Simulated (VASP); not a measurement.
# ZrS2 (P-3m1) in VASP: notebook

Aim: see how the results for ZrS2 move with the level of theory and the settings. Levels: PBEsol, PBEsol+D4, r2SCAN. Tasks: single point.

All numbers are computed with VASP 6.6.1; they aren't measurements. Logs are shortened: lines on timing, memory, paths and dates and some standing lists are left out, and cuts for length are marked.

## Step 1: The cell of the first run

The structure is trigonal, space group P-3m1 (No. 164). Conventional cell: a = 3.674 Å, b = 3.674 Å, c = 5.857 Å, α = 90.00°, β = 90.00°, γ = 120.00°. Within 3.4 Å of Zr (site symmetry -3m) lie 6 S at 2.57 Å. Within 3.4 Å of S (site symmetry 3m) lie 3 Zr at 2.57 Å.

## Step 2: Single point, PBEsol

The input, INCAR:

```
SYSTEM = ZrS2
PREC = Accurate
ENCUT = 500
EDIFF = 1E-6
ISMEAR = 1
SIGMA = 0.001
LREAL = .False.
LASPH = .True.
NELM = 120
ALGO = Normal
ISIF = 2
LWAVE = .False.
LCHARG = .False.
GGA = PS
NBANDS = 19
GGA_COMPAT = .False.
```

The input, KPOINTS:

```
Automatic mesh
0
Gamma
  6 6 4
  0 0 0
```

The input, POSCAR:

```
ZrS2
1.0
    3.6743619272      0.0000000000      0.0000000000
   -1.8371809636      3.1820907716      0.0000000000
    0.0000000000      0.0000000000      5.8571358081
Zr S
1 2
Direct
    0.0000000000      0.0000000000      0.0000000000
    0.6666666667      0.3333333333      0.7537648223
    0.3333333333      0.6666666667      0.2462351777
```

Potentials or basis: VASP PAW PBE potentials, release 64 (Zr_sv, S).

On the command line:

```console
$ cat potpaw_PBE.64/Zr_sv/POTCAR potpaw_PBE.64/S/POTCAR > POTCAR
$ mpirun -np 1 vasp_std > vasp.out
```

OUTCAR:

```text
SYSTEM = ZrS2
   PREC = Accurate
   ENCUT = 500
   EDIFF = 1E-6
   ISMEAR = 1
   LREAL = .False.
   LASPH = .True.
   NELM = 120
   ISIF = 2
   GGA = PS

 ion  position               nearest neighbor table
   1  0.000  0.000  0.000-   2 2.57   3 2.57   3 2.57   2 2.57   2 2.57   3 2.57
   2  0.667  0.333  0.754-   1 2.57   1 2.57   1 2.57
   3  0.333  0.667  0.246-   1 2.57   1 2.57   1 2.57

  LATTYP: Found a hexagonal cell.
 ALAT       =     3.6743619272
 C/A-ratio  =     1.5940552194

  Lattice vectors:

 A1 = (   3.6743619272,   0.0000000000,   0.0000000000)
 A2 = (  -1.8371809636,   3.1820907716,   0.0000000000)
 A3 = (   0.0000000000,   0.0000000000,   5.8571358081)

Analysis of symmetry for initial positions (statically):
=====================================================================
 Subroutine PRICEL returns:
 Original cell was already a primitive cell.

 Routine SETGRP: Setting up the symmetry group for a
 hexagonal supercell.

 Subroutine GETGRP returns: Found 12 space group operations
 (whereof 12 operations were pure point group operations)
 out of a pool of 24 trial point group operations.

The static configuration has the point symmetry D_3d.

Analysis of symmetry for dynamics (positions and initial velocities):
=====================================================================
 Subroutine PRICEL returns:
 Original cell was already a primitive cell.

 Routine SETGRP: Setting up the symmetry group for a
 hexagonal supercell.

 Subroutine GETGRP returns: Found 12 space group operations
 (whereof 12 operations were pure point group operations)
 out of a pool of 24 trial point group operations.

The dynamic configuration has the point symmetry D_3d.

 Subroutine INISYM returns: Found 12 space group operations
 (whereof 12 operations are pure point group operations),
 and found     1 'primitive' translations

----------------------------------------------------------------------------------------

                                     Primitive cell

  volume of cell :      68.4825

  direct lattice vectors                    reciprocal lattice vectors
     3.674361927  0.000000000  0.000000000     0.272156097  0.157129396  0.000000000
    -1.837180964  3.182090772  0.000000000     0.000000000  0.314258791  0.000000000
     0.000000000  0.000000000  5.857135808     0.000000000  0.000000000  0.170731913

  length of vectors
     3.674361927  3.674361927  5.857135808     0.314258791  0.314258791  0.170731913

  position of ions in fractional coordinates (direct lattice)
[... 80 lines left out ...]
   EDIFF  = 0.1E-05   stopping-criterion for ELM
   LREAL  =      F    real-space projection
   EDIFFG = 0.1E-04   stopping-criterion for IOM
   NSW    =      0    number of steps for IOM
   IBRION =     -1    ionic relax: 0-MD 1-quasi-New 2-CG
   NFREE  =      0    steps in history (QN), initial steepest desc. (CG)
   ISIF   =      2    stress and relaxation
   ISYM   =      2    0-nonsym 1-usesym 2-fastsym
   POTIM  = 0.5000    time-step for ionic-motion
   TEBEG  =    0.0;   TEEND  =   0.0 temperature during run
   PSTRESS=    0.0 pullay stress
   NELECT =      24.0000    total number of electrons
   NUPDOWN=      -1.0000    fix difference up-down
   EMIN   =  10.00;   EMAX   =-10.00  energy-range for DOS
   EFERMI =   0.00;   METHOD = LEGACY
   ISMEAR =     1;   SIGMA  =   0.00  broadening in eV -4-tet -1-fermi 0-gaus
   EFERMI_NEDOS =   21; number of points for ismear=-14 and -15
   IALGO  =     38    algorithm
   IMIX   =      4    mixing-type and parameters
     AMIX     =   0.40;   BMIX     =  1.00
     AMIX_MAG =   1.60;   BMIX_MAG =  1.00
  volume/ion in A,a.u.               =      22.83       154.05
  Fermi-wavevector in a.u.,A,eV,Ry     =   1.154211  2.181143 18.125731  1.332204
  Thomas-Fermi vector in A             =   2.290849
   LORBIT       =      0    0 simple, 1 ext, 2 COOP (PROOUT), +10 PAW based schemes
   GGA     = PS    functional components
   LHFCALC =     F    Hartree Fock is set to
   AEXX    =    0.0000 exact exchange contribution
   IVDW    =     0    specifies the selected vdW correction
   LEPSILON=     F    determine dielectric tensor
   LRPA    =     F    only Hartree local field effects (RPA)
 non-spin polarized calculation
 Methfessel and Paxton  Order N= 1 SIGMA  =   0.00
  energy-cutoff  :      500.00
  volume of cell :       68.48
 maximum number of plane-waves:      1785
 NGX is ok and might be reduce to    28
   NGX = 13   NGY = 13   NGZ = 21

 number of electron      24.0000000 magnetization

 Free energy of the ion-electron system (eV)
  ---------------------------------------------------
  ext. energy  EPLUGINS =         0.00000000
  ---------------------------------------------------
  free energy    TOTEN  =       -22.53870373 eV

  energy without entropy =      -22.53870373  energy(sigma->0) =      -22.53870373

 E-fermi :   4.6997     XC(G=0):  -9.7542

 val. band max:        4.5811388667   @ k =   0.0000   0.0000   0.0000
 cond. band min:       5.3933450394   @ k =   0.5000   0.0000   0.5000
 fundamental gap:      0.8122061727
 Fermi energy:         4.6997011363

 k-point     1 :       0.0000    0.0000    0.0000
  band No.  band energies     occupation
      1     -44.3672      2.00000
      2     -22.4693      2.00000
      3     -22.3117      2.00000
      4     -22.3117      2.00000
      5      -8.1788      2.00000
      6      -6.6534      2.00000
[... 505 lines left out ...]
      6      -6.8593      2.00000
[... 11 lines left out ...]
     18      12.5845      0.00000
     19      13.0793      0.00000

------------------------ aborting loop because EDIFF is reached ----------------------------------------

  FORCE on cell =-STRESS in cart. coord.  units (eV):
  Direction    XX          YY          ZZ          XY          YZ          ZX
  --------------------------------------------------------------------------------------
  -------------------------------------------------------------------------------------
  Total       -0.9812907     -0.9812907     -0.3485369     -0.0000000      0.0000000     -0.0000000
  in kB      -22.9577050    -22.9577050     -8.1541662     -0.0000000      0.0000000     -0.0000000
  external PRESSURE =     -18.0231921 kB  Pullay stress =       0.0000000 kB

 VOLUME and BASIS-vectors are now :
 -----------------------------------------------------------------------------
  energy-cutoff  :      500.00
  volume of cell :       68.48
      direct lattice vectors                 reciprocal lattice vectors
     3.674361927  0.000000000  0.000000000     0.272156097  0.157129396  0.000000000
    -1.837180964  3.182090772  0.000000000     0.000000000  0.314258791  0.000000000
     0.000000000  0.000000000  5.857135808     0.000000000  0.000000000  0.170731913

 POSITION                                       TOTAL-FORCE (eV/Angst)
 -----------------------------------------------------------------------------------
      0.00000      0.00000      0.00000         0.000000      0.000000      0.000000
      1.83718      1.06070      4.41490         0.000000     -0.000000      0.125622
     -0.00000      2.12139      1.44223        -0.000000      0.000000     -0.125622
 -----------------------------------------------------------------------------------
    total drift:                                0.000000      0.000000      0.000000

  FREE ENERGIE OF THE ION-ELECTRON SYSTEM (eV)
  ---------------------------------------------------
  free  energy   TOTEN  =       -22.5387037304 eV

  energy  without entropy=      -22.5387037304  energy(sigma->0) =      -22.53870373
```

Wall time 18 s (1 thread of Intel Xeon 6975P-C (Granite Rapids), shared host); peak memory 0.19 GiB.

Results:

| Item | Value |
| --- | --- |
| Free energy | -22.5387 eV |
| Pressure | -1.8 GPa |
| Largest force | 0.126 eV/Å |
| Band gap on the k mesh | 0.81 eV, indirect (least direct gap 1.45 eV) |

Forces in eV/Å, atoms in the order of the input:
```
Zr   0.000  0.000  0.000
S    0.000  0.000  0.126
S    0.000  0.000 -0.126
```

Caveat: the PAW data sets were made with another functional, which shifts forces and pressure a little; this functional lacks dispersion, which binds the layers, so the pressure and a relaxed spacing across them are unreliable.

## Step 3: Single point, PBEsol

The input, INCAR:

```
SYSTEM = ZrS2
  PREC = Accurate
  ENCUT = 500
  EDIFF = 1E-6
  ISMEAR = 0
  SIGMA = 0.5
  LREAL = .FALSE.
  LASPH = .TRUE.
  NELM = 120
  ALGO = Normal
  ISIF = 2
  LWAVE = .FALSE.
  LCHARG = .TRUE.
  GGA = PS
  LELF = .TRUE.
  LVHAR = .TRUE.
  NBANDS = 19
  GGA_COMPAT = .FALSE.
```

The input, KPOINTS:

```
Automatic mesh
0
G
  6 6 4
  0 0 0
```

POSCAR is that of step 2.

Potentials or basis: VASP PAW PBE potentials, release 64 (Zr_sv, S).

On the command line:

```console
$ cat potpaw_PBE.64/Zr_sv/POTCAR potpaw_PBE.64/S/POTCAR > POTCAR
$ mpirun -np 1 vasp_std > vasp.out
```

Wall time 19 s (1 thread of Intel Xeon 6975P-C (Granite Rapids), shared host); peak memory 0.19 GiB.

Results (log left out):

| Quantity | Value |
| --- | --- |
| Free energy | -22.5439 eV |
| Pressure | -1.8 GPa |
| Largest force | 0.107 eV/Å |
| Band gap on the k mesh | 0.82 eV, indirect (least direct gap 1.46 eV) |

Forces in eV/Å, atoms in the order of the input:
```
Zr   0.000  0.000  0.000
S    0.000  0.000  0.107
S    0.000  0.000 -0.107
```

Stress tensor (GPa, compression positive):
```
-2.35  0.00  0.00
 0.00 -2.35  0.00
 0.00  0.00 -0.76
```

Levels at points of the mesh, in eV from the valence-band top:
```
           k point  band 9  band 10  band 11  band 12  band 13  band 14  band 15  band 16
(0.00, 0.00, 0.00)   -2.89    -0.16    -0.16     0.00     1.46     1.46     2.27     4.85
(0.50, 0.00, 0.00)   -2.56    -2.54    -1.93    -1.32     1.01     3.17     3.45     5.69
(0.00, 0.00, 0.50)   -2.84    -1.87    -0.30    -0.30     1.42     1.42     2.60     5.26
(0.50, 0.00, 0.50)   -2.71    -2.34    -1.03    -0.81     0.82     3.16     3.45     5.16
```

Caveat: the PAW data sets were made with another functional, which shifts forces and pressure a little; this functional lacks dispersion, which binds the layers, so the pressure and a relaxed spacing across them are unreliable.

## Step 4: Single point, PBEsol+D4

The input, INCAR:

```
SYSTEM = ZrS2
ALGO = Normal ; EDIFF = 1E-6
ENCUT = 500 ; GGA = PS
GGA_COMPAT = .FALSE. ; ISIF = 2
ISMEAR = 0 ; IVDW = 13
LASPH = .TRUE. ; LCHARG = .FALSE.
LREAL = .FALSE. ; LWAVE = .FALSE.
NBANDS = 19 ; NELM = 120
PREC = Accurate ; SIGMA = 0.01
```

The input, KPOINTS:

```
k-points
0
G
  6 6 4
  0 0 0
```

POSCAR is that of step 3.

On the command line:

```console
$ cat potpaw_PBE.64/Zr_sv/POTCAR potpaw_PBE.64/S/POTCAR > POTCAR
$ mpirun -np 1 vasp_std > vasp.out
```

Wall time 18 s (1 thread of Intel Xeon 6975P-C (Granite Rapids), shared host); peak memory 0.19 GiB.

The run converged. Its results:

```yaml
Free_energy: -23.0085 eV
Pressure: -2.9 GPa
Largest_force: 0.128 eV/Å
Band_gap_on_the_k_mesh: 0.81 eV, indirect (least direct gap 1.45 eV)
Dispersion_energy_per_atom: -0.157 eV
```

Forces on the atoms (eV/Å):
```
Zr   0.000  0.000  0.000
S    0.000  0.000  0.128
S    0.000  0.000 -0.128
```

Stress tensor (GPa, compression positive):
```
-3.35  0.00  0.00
 0.00 -3.35  0.00
 0.00  0.00 -1.93
```

Levels at points of the mesh, in eV from the valence-band top:
| k point | band 9 | band 10 | band 11 | band 12 | band 13 | band 14 | band 15 | band 16 |
| --- | --- | --- | --- | --- | --- | --- | --- | --- |
| (0.00, 0.00, 0.00) | -2.89 | -0.16 | -0.16 | 0.00 | 1.45 | 1.45 | 2.25 | 4.84 |
| (0.50, 0.00, 0.00) | -2.56 | -2.55 | -1.93 | -1.32 | 1.00 | 3.16 | 3.43 | 5.68 |
| (0.00, 0.00, 0.50) | -2.85 | -1.87 | -0.31 | -0.31 | 1.41 | 1.41 | 2.59 | 5.25 |
| (0.50, 0.00, 0.50) | -2.72 | -2.35 | -1.03 | -0.82 | 0.81 | 3.14 | 3.43 | 5.15 |

Caveat: the PAW data sets were made with another functional, which shifts forces and pressure a little. As with any semilocal functional, this PBEsol gap is likely too small.

## Step 5: Single point, r2SCAN

POSCAR is that of step 4.

The input, INCAR.step1:

```
PREC = Accurate ; ENCUT = 550
ISMEAR = 0 ; SIGMA = 0.01
LREAL = False ; LASPH = True
NELM = 120 ; NBANDS = 19
GGA = PE ; ALGO = Normal
EDIFF = 1E-5 ; LWAVE = True
LCHARG = False ; GGA_COMPAT = False
```

The input, INCAR.step2:

```
PREC = Accurate ; ENCUT = 550
EDIFF = 1E-6 ; ISMEAR = 0
SIGMA = 0.01 ; LREAL = False
LASPH = True ; NELM = 120
ALGO = Normal ; ISIF = 2
LWAVE = False ; LCHARG = True
METAGGA = R2SCAN ; LMIXTAU = True
LELF = True ; LVHAR = True
NBANDS = 19 ; ISTART = 1
GGA_COMPAT = False
```

The input, KPOINTS:

```
regular mesh
0
Gamma
  6 6 4
```

On the command line:

```console
$ cat potpaw_PBE.64/Zr_sv/POTCAR potpaw_PBE.64/S/POTCAR > POTCAR
$ cp INCAR.step1 INCAR
$ mpirun -np 1 vasp_std > vasp.out
$ cp INCAR.step2 INCAR
$ mpirun -np 1 vasp_std > vasp.out
```

It took 64 s on 1 thread of Intel Xeon 6975P-C (Granite Rapids), shared host; peak memory 0.21 GiB.

Results (log left out):

* Free energy: -44.1442 eV
* Pressure: 0.9 GPa
* Largest force: 0.042 eV/Å
* Band gap on the k mesh: 1.19 eV, indirect (least direct gap 1.81 eV)

Forces on the atoms (eV/Å):
```
Zr   0.000  0.000  0.000
S    0.000  0.000  0.042
S    0.000  0.000 -0.042
```

Levels at points of the mesh, in eV from the valence-band top:
| k point | band 9 | band 10 | band 11 | band 12 | band 13 | band 14 | band 15 | band 16 |
| --- | --- | --- | --- | --- | --- | --- | --- | --- |
| (0.00, 0.00, 0.00) | -3.00 | -0.19 | -0.19 | 0.00 | 1.81 | 1.81 | 2.67 | 5.18 |
| (0.50, 0.00, 0.00) | -2.65 | -2.56 | -1.95 | -1.38 | 1.36 | 3.56 | 3.87 | 6.02 |
| (0.00, 0.00, 0.50) | -2.95 | -1.87 | -0.34 | -0.34 | 1.77 | 1.77 | 3.05 | 5.59 |
| (0.50, 0.00, 0.50) | -2.82 | -2.38 | -1.09 | -0.84 | 1.19 | 3.54 | 3.86 | 5.49 |

Caveat: the PAW data sets were made with another functional, which shifts forces and pressure a little.

## Step 6: Summary

```csv
level,cutoff (eV),smearing,gap on the mesh (eV),pressure (GPa),largest force (eV/Å)
PBEsol,500,methfessel-paxton 0.001 eV,0.81,-1.8,0.13
PBEsol,500,gaussian 0.5 eV,0.82,-1.8,0.11
PBEsol+D4,500,gaussian 0.01 eV,0.81,-2.9,0.13
r2SCAN,550,gaussian 0.01 eV,1.19,0.9,0.04
```

Alike in all rows: task single point; potentials or basis VASP PAW PBE potentials, release 64 (Zr_sv, S); no spin polarisation; cell as given; k mesh 6 × 6 × 4.

On the cell as given the gap runs from 0.81 eV (PBEsol) to 1.19 eV (r2SCAN). The pressure there spans -2.9 GPa (PBEsol+D4) to 0.9 GPa (r2SCAN); a positive pressure means that this level wants a larger cell, a negative one a smaller.

Caveats: the PAW data sets were made with another functional, which shifts forces and pressure a little; this functional lacks dispersion, which binds the layers, so the pressure and a relaxed spacing across them are unreliable (some runs).

Total energies depend on the potentials used, so only differences within one code and one set of settings carry meaning.
